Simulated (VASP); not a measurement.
# As in VASP: further runs

The runs below take As through relaxation of the atoms, single point, with PBE+D3(BJ).

Program: VASP 6.6.1. These are calculated values, not measurements. Logs are shortened: lines on timing, memory, paths and dates and some standing lists are left out, and cuts for length are marked.

### Step 1. The cell of the first run

The cell holds a slab with vacuum, 6 atoms: a = 3.784 Å, b = 3.784 Å, c = 25.014 Å, α = 90.00°, β = 90.00°, γ = 120.00°.

### Step 2. Relaxation of the atoms, PBE+D3(BJ)

File INCAR:

```
ALGO     = Normal         # electronic algorithm
DIPOL    = 0.5 0.5 0.500
EDIFF    = 1E-6           # SCF threshold, eV
EDIFFG   = -0.03          # ionic threshold
ENCUT    = 520            # plane-wave cutoff, eV
GGA      = PE             # functional
IBRION   = 2              # ionic algorithm
IDIPOL   = 3            
ISIF     = 2              # what is computed and relaxed
ISMEAR   = 0              # smearing method
IVDW     = 12             # dispersion correction
LASPH    = T              # aspherical terms in the spheres
LCHARG   = F              # write CHGCAR
LDIPOL   = T            
LREAL    = F              # projectors in reciprocal space
LWAVE    = F              # write WAVECAR
NELM     = 100            # most SCF steps
NSW      = 90             # ionic steps
PREC     = Accurate       # precision mode
SIGMA    = 0.1            # smearing width, eV
```

File KPOINTS:

```
k-points
0
Gamma
  9 9 1
```

File POSCAR:

```
As
1.0
    3.7842262348      0.0000000000      0.0000000000
   -1.8921131174      3.2772360530      0.0000000000
    0.0000000000      0.0000000000     25.0143531242
As
6
Selective dynamics
Direct
    0.3333333333      0.6666666667      0.3398049095  F F F
    0.6666666667      0.3333333333      0.3912105751  F F F
    0.0000000000      0.0000000000      0.4742971672  F F F
    0.3333333333      0.6666666667      0.5257028328  T T T
    0.6666666667      0.3333333333      0.6087894249  T T T
    0.0000000000      0.0000000000      0.6601950905  T T T
```

Potentials or basis: VASP PAW PBE potentials, release 64 (As).

The run is started by

```
> cat potpaw_PBE.64/As/POTCAR > POTCAR
> mpirun -np 1 vasp_std > vasp.out
```

OUTCAR:

```text
EDIFF = 1E-6
   EDIFFG = -0.03
   ENCUT = 520
   GGA = PE
   IBRION = 2
   ISIF = 2
   ISMEAR = 0
   IVDW = 12
   LASPH = T
   LREAL = F
   NELM = 100
   NSW = 90
   PREC = Accurate
 IVDW          = 12

 ion  position               nearest neighbor table
   1  0.333  0.667  0.340-   2 2.54   2 2.54   2 2.54
   2  0.667  0.333  0.391-   1 2.54   1 2.54   1 2.54
   3  0.000  0.000  0.474-   4 2.54   4 2.54   4 2.54
   4  0.333  0.667  0.526-   3 2.54   3 2.54   3 2.54
   5  0.667  0.333  0.609-   6 2.54   6 2.54   6 2.54
   6  0.000  0.000  0.660-   5 2.54   5 2.54   5 2.54

  LATTYP: Found a hexagonal cell.
 ALAT       =     3.7842262348
 C/A-ratio  =     6.6101632334

  Lattice vectors:

 A1 = (   3.7842262348,   0.0000000000,   0.0000000000)
 A2 = (  -1.8921131174,   3.2772360530,   0.0000000000)
 A3 = (   0.0000000000,   0.0000000000,  25.0143531242)

Analysis of symmetry for initial positions (statically):
=====================================================================
 Subroutine PRICEL returns:
 Original cell was already a primitive cell.

 Routine SETGRP: Setting up the symmetry group for a
 hexagonal supercell.

 Subroutine GETGRP returns: Found 12 space group operations
 (whereof  6 operations were pure point group operations)
 out of a pool of 24 trial point group operations.

The static configuration has the point symmetry C_3v.
 The point group associated with its full space group is D_3d.

Analysis of symmetry for dynamics (positions and initial velocities):
=====================================================================
 Subroutine PRICEL returns:
 Original cell was already a primitive cell.

 Routine SETGRP: Setting up the symmetry group for a
 hexagonal supercell.

 Subroutine GETGRP returns: Found 12 space group operations
 (whereof  6 operations were pure point group operations)
 out of a pool of 24 trial point group operations.

The dynamic configuration has the point symmetry C_3v.
 The point group associated with its full space group is D_3d.

Analysis of constrained symmetry for selective dynamics:
=====================================================================
 Subroutine PRICEL returns:
 Original cell was already a primitive cell.

 Routine SETGRP: Setting up the symmetry group for a
[... 111 lines left out ...]
   PSTRESS=    0.0 pullay stress
   NELECT =      30.0000    total number of electrons
   NUPDOWN=      -1.0000    fix difference up-down
   EMIN   =  10.00;   EMAX   =-10.00  energy-range for DOS
   EFERMI =   0.00;   METHOD = LEGACY
   ISMEAR =     0;   SIGMA  =   0.10  broadening in eV -4-tet -1-fermi 0-gaus
   EFERMI_NEDOS =   21; number of points for ismear=-14 and -15
   IALGO  =     38    algorithm
   IMIX   =      4    mixing-type and parameters
     AMIX     =   0.40;   BMIX     =  1.00
     AMIX_MAG =   1.60;   BMIX_MAG =  1.00
  volume/ion in A,a.u.               =      51.70       348.91
  Fermi-wavevector in a.u.,A,eV,Ry     =   0.751433  1.420003  7.682561  0.564652
  Thomas-Fermi vector in A             =   1.848414
   LORBIT       =      0    0 simple, 1 ext, 2 COOP (PROOUT), +10 PAW based schemes
   GGA     = PE    functional components
   LHFCALC =     F    Hartree Fock is set to
   AEXX    =    0.0000 exact exchange contribution
   IVDW    =    12    specifies the selected vdW correction
   LEPSILON=     F    determine dielectric tensor
   LRPA    =     F    only Hartree local field effects (RPA)
 conjugate gradient relaxation of ions
 non-spin polarized calculation
 Gauss-broadening in eV      SIGMA  =   0.10
  energy-cutoff  :      520.00
  volume of cell :      310.22
 maximum number of plane-waves:      8389
   NGX = 15   NGY = 15   NGZ = 93

--------------------------------------- Ionic step        1  -------------------------------------------

 number of electron      30.0000000 magnetization

 Free energy of the ion-electron system (eV)
  ---------------------------------------------------
  ext. energy  EPLUGINS =         0.00000000
  ---------------------------------------------------
  free energy    TOTEN  =       -27.84128256 eV

  energy without entropy =      -27.83855269  energy(sigma->0) =      -27.83991763

------------------------ aborting loop because EDIFF is reached ----------------------------------------

 Edisp (eV)   -2.04059

 E8    (eV) :    -0.8928
[... 29 lines left out ...]
  FREE ENERGIE OF THE ION-ELECTRON SYSTEM (eV)
  ---------------------------------------------------
  free  energy   TOTEN  =       -29.8818745380 eV

  energy  without entropy=      -29.8791446667  energy(sigma->0) =      -29.88050960

 dipolmoment           0.000000      0.000000      0.001288 electrons x Angstroem

--------------------------------------- Ionic step        2  -------------------------------------------

 number of electron      30.0000000 magnetization

------------------------ aborting loop because EDIFF is reached ----------------------------------------
[... 127 lines left out ...]
--------------------------------------- Ionic step        5  -------------------------------------------

 number of electron      29.9999999 magnetization

 dipolmoment           0.000000      0.000000     -0.000903 electrons x Angstroem

 Free energy of the ion-electron system (eV)
  ---------------------------------------------------
  ext. energy  EPLUGINS =         0.00000000
  ---------------------------------------------------
  free energy    TOTEN  =       -27.84645167 eV

  energy without entropy =      -27.84376851  energy(sigma->0) =      -27.84511009

 E-fermi :  -0.4077     XC(G=0):  -4.7149

 val. band max:       -0.4758319640   @ k =   0.1111  -0.0000   0.0000
 cond. band min:      -0.1956823616   @ k =   0.4444  -0.0000   0.0000
 fundamental gap:      0.2801496024
 Fermi energy:        -0.4077451261

 k-point     1 :       0.0000    0.0000    0.0000
  band No.  band energies     occupation
      1     -15.1986      2.00000
      2     -14.5772      2.00000
      3     -13.9541      2.00000
      4      -9.9127      2.00000
      5      -8.3199      2.00000
      6      -6.6417      2.00000
[... 253 lines left out ...]
     18       1.5759      0.00000
     19       2.9865      0.00000

------------------------ aborting loop because EDIFF is reached ----------------------------------------

 vacuum level on the upper side and lower side of the slab       (xc-potential included)        -0.094        -0.004

 Edisp (eV)   -2.03875

 E8    (eV) :    -0.8920

  FORCE on cell =-STRESS in cart. coord.  units (eV):
  Direction    XX          YY          ZZ          XY          YZ          ZX
  --------------------------------------------------------------------------------------
  -------------------------------------------------------------------------------------
  Total      -1.89334    -1.89334     0.64686     0.00000     0.00000     0.00000
  in kB      -9.77833    -9.77833     3.34077     0.00000     0.00000     0.00000
  external pressure =       -5.41 kB  Pullay stress =        0.00 kB
[... 21 lines left out ...]
  FREE ENERGIE OF THE ION-ELECTRON SYSTEM (eV)
  ---------------------------------------------------
  free  energy   TOTEN  =       -29.8851994580 eV

  energy  without entropy=      -29.8825162963  energy(sigma->0) =      -29.88385788

 reached required accuracy - stopping structural energy minimisation

 vacuum level on the upper side and lower side of the slab         4.016         4.107
```

OSZICAR:

```text
N       E                     dE             d eps       ncg     rms          rms(c)
DAV:   1     0.198037024500E+03    0.19804E+03   -0.10295E+04   456   0.119E+03
DAV:   2    -0.569508857188E+01   -0.20373E+03   -0.19903E+03   686   0.194E+02
DAV:   3    -0.270976999741E+02   -0.21403E+02   -0.21150E+02   526   0.728E+01
[... 44 lines left out ...]
DAV:   2    -0.278464551823E+02   -0.10762E-03   -0.12531E-03   592   0.176E-01    0.156E-02
DAV:   3    -0.278464532712E+02    0.19110E-05   -0.92310E-05   685   0.613E-02    0.103E-02
DAV:   4    -0.278464528436E+02    0.42768E-06   -0.63529E-05   720   0.529E-02    0.767E-03
DAV:   5    -0.278464511257E+02    0.17178E-05   -0.15800E-05   618   0.271E-02    0.321E-03
DAV:   6    -0.278464516725E+02   -0.54679E-06   -0.27678E-06   424   0.103E-02
   5 F= -.29885199E+02 E0= -.29883858E+02  d E =-.322855E-03
```

CONTCAR:

```text
As
   1.00000000000000
     3.7842262348000002    0.0000000000000000    0.0000000000000000
    -1.8921131174000001    3.2772360530000002    0.0000000000000000
     0.0000000000000000    0.0000000000000000   25.0143531241999995
  As
     6
Selective dynamics
Direct
     0.3333333332999970    0.6666666667000030    0.3398049095000033   F   F   F
     0.6666666667000030    0.3333333332999970    0.3912105750999970   F   F   F
     0.0000000000000000    0.0000000000000000    0.4742971671999996   F   F   F
     0.3333333332999970    0.6666666667000030    0.5255780833661956   T   T   T
     0.6666666667000030    0.3333333332999970    0.6085846008570817   T   T   T
     0.0000000000000000    1.0000000000000000    0.6609876254206912   T   T   T

  0.00000000E+00  0.00000000E+00  0.00000000E+00
  0.00000000E+00  0.00000000E+00  0.00000000E+00
  0.00000000E+00  0.00000000E+00  0.00000000E+00
  0.00000000E+00  0.00000000E+00  0.00000000E+00
  0.00000000E+00  0.00000000E+00  0.00000000E+00
  0.00000000E+00  0.00000000E+00  0.00000000E+00
```

It took 3 min on 1 thread of Intel Xeon Platinum 8488C (Sapphire Rapids), shared host; peak memory 0.42 GiB.

What came out:

```yaml
Free_energy: -29.8852 eV
Energy_gained_by_relaxing: 0.6 meV/atom
Ionic_steps: 5
Band_gap_on_the_k_mesh: zero (bands 15 and 16 overlap by 0.15 eV)
Dispersion_energy_per_atom: -0.340 eV
```

The path:
```tsv
step	energy change (eV)	largest force on free atoms (eV/Å)	pressure (GPa)
1	0.0000	0.2667	-0.45
2	-0.0030	0.0411	-0.53
3	-0.0030	0.0334	-0.54
4	-0.0031	0.0324	-0.54
5	-0.0033	0.0265	-0.54
```

Final structure:
```yaml
crystal:
  lattice:
    - [3.78423, 0.00000, 0.00000]
    - [-1.89211, 3.27724, 0.00000]
    - [0.00000, 0.00000, 25.01435]
  atoms:
    - { symbol: As, position: [0.33333, 0.66667, 0.33980] }
    - { symbol: As, position: [0.66667, 0.33333, 0.39121] }
    - { symbol: As, position: [0.00000, 0.00000, 0.47430] }
    - { symbol: As, position: [0.33333, 0.66667, 0.52558] }
    - { symbol: As, position: [0.66667, 0.33333, 0.60858] }
    - { symbol: As, position: [0.00000, 0.00000, 0.66099] }
```

### Step 3. Single point, PBE+D3(BJ) (biaxial strain -0.040, then relaxed in part)

File INCAR:

```
  PREC = Accurate
  ENCUT = 520
  EDIFF = 1E-6
  ISMEAR = 0
  SIGMA = 0.02
  LREAL = F
  LASPH = T
  NELM = 80
  ALGO = Normal
  ISIF = 2
  LWAVE = F
  LCHARG = F
  LDIPOL = T
  IDIPOL = 3
  DIPOL = 0.5 0.5 0.500
  GGA = PE
  IVDW = 12
  NBANDS = 12
```

File KPOINTS:

```
regular mesh
0
Gamma
  9 9 1
```

File POSCAR:

```
As
1.0
    3.4287592904      0.0000000000      0.0000000000
   -1.7143796452      2.9693926489      0.0000000000
    0.0000000000      0.0000000000     28.5742413760
As
2
Direct
    0.3333333333      0.6666666667      0.4748501143
    0.6666666667      0.3333333333      0.5251498857
```

Potentials or basis: VASP PAW PBE potentials, release 64 (As).

The run is started by

```
> cat potpaw_PBE.64/As/POTCAR > POTCAR
> mpirun -np 1 vasp_std > vasp.out
```

OUTCAR:

```text
PREC = Accurate
   ENCUT = 520
   EDIFF = 1E-6
   ISMEAR = 0
   LREAL = F
   LASPH = T
   NELM = 80
   ISIF = 2
   GGA = PE
   IVDW = 12
 IVDW          = 12

 ion  position               nearest neighbor table
   1  0.333  0.667  0.475-   2 2.45   2 2.45   2 2.45
   2  0.667  0.333  0.525-   1 2.45   1 2.45   1 2.45

  LATTYP: Found a hexagonal cell.
 ALAT       =     3.4287592904
 C/A-ratio  =     8.3336971061

  Lattice vectors:

 A1 = (   3.4287592904,   0.0000000000,   0.0000000000)
[... 359 lines left out ...]

 Edisp (eV)   -0.45908

 E8    (eV) :    -0.2077

  FORCE on cell =-STRESS in cart. coord.  units (eV):
  Direction    XX          YY          ZZ          XY          YZ          ZX
  --------------------------------------------------------------------------------------
  -------------------------------------------------------------------------------------
  Total       2.07474     2.07474     0.16953     0.00000     0.00000    -0.00000
  in kB      11.42600    11.42600     0.93364     0.00000     0.00000    -0.00000
  external pressure =        7.93 kB  Pullay stress =        0.00 kB

 VOLUME and BASIS-vectors are now :
 -----------------------------------------------------------------------------
  energy-cutoff  :      520.00
  volume of cell :      290.92
      direct lattice vectors                 reciprocal lattice vectors
     3.428759290  0.000000000  0.000000000     0.291650686  0.168384602  0.000000000
    -1.714379645  2.969392649  0.000000000     0.000000000  0.336769204  0.000000000
     0.000000000  0.000000000 28.574241376     0.000000000  0.000000000  0.034996555

 POSITION                                       TOTAL-FORCE (eV/Angst)
 -----------------------------------------------------------------------------------
     -0.00000      1.97960     13.56848        -0.000000     -0.000000     -0.119136
      1.71438      0.98980     15.00576         0.000000      0.000000      0.119136
 -----------------------------------------------------------------------------------
    total drift:                               -0.000000      0.000000     -0.000000

  FREE ENERGIE OF THE ION-ELECTRON SYSTEM (eV)
  ---------------------------------------------------
  free  energy   TOTEN  =        -9.6681885101 eV

  energy  without entropy=       -9.6681885101  energy(sigma->0) =       -9.66818851

 vacuum level on the upper side and lower side of the slab         1.423         1.423
```

OSZICAR:

```text
N       E                     dE             d eps       ncg     rms          rms(c)
DAV:   1     0.670565889795E+02    0.67057E+02   -0.27084E+03   288   0.528E+02
DAV:   2    -0.267110129995E+01   -0.69728E+02   -0.61953E+02   464   0.933E+01
DAV:   3    -0.917950481638E+01   -0.65084E+01   -0.64875E+01   404   0.371E+01
[... 12 lines left out ...]
DAV:  16    -0.920909667484E+01   -0.75438E-05   -0.17361E-07   384   0.134E-03    0.444E-04
DAV:  17    -0.920910384278E+01   -0.71679E-05   -0.27763E-07   344   0.121E-03    0.287E-04
DAV:  18    -0.920910509394E+01   -0.12512E-05   -0.12700E-08   336   0.407E-04    0.169E-04
DAV:  19    -0.920910659718E+01   -0.15032E-05   -0.35629E-08   352   0.407E-04    0.787E-05
DAV:  20    -0.920910676593E+01   -0.16875E-06   -0.57407E-10   320   0.971E-05
   1 F= -.96681885E+01 E0= -.96681885E+01  d E =-.460918E-31
```

Wall time 45 s (1 thread of Intel Xeon 6975P-C (Granite Rapids), shared host); peak memory 0.41 GiB.

What came out:

* Free energy: -9.6682 eV
* Largest force: 0.119 eV/Å
* Band gap on the k mesh: 1.04 eV (least direct gap 2.37 eV)
* Dispersion energy per atom: -0.230 eV

Forces in eV/Å, atoms in the order of the input:
```
As   0.000  0.000 -0.119
As   0.000  0.000  0.119
```

Caveat: the cell differs from its parent crystal (biaxial strain -0.040, then relaxed in part).

[end of part 1 of 3]
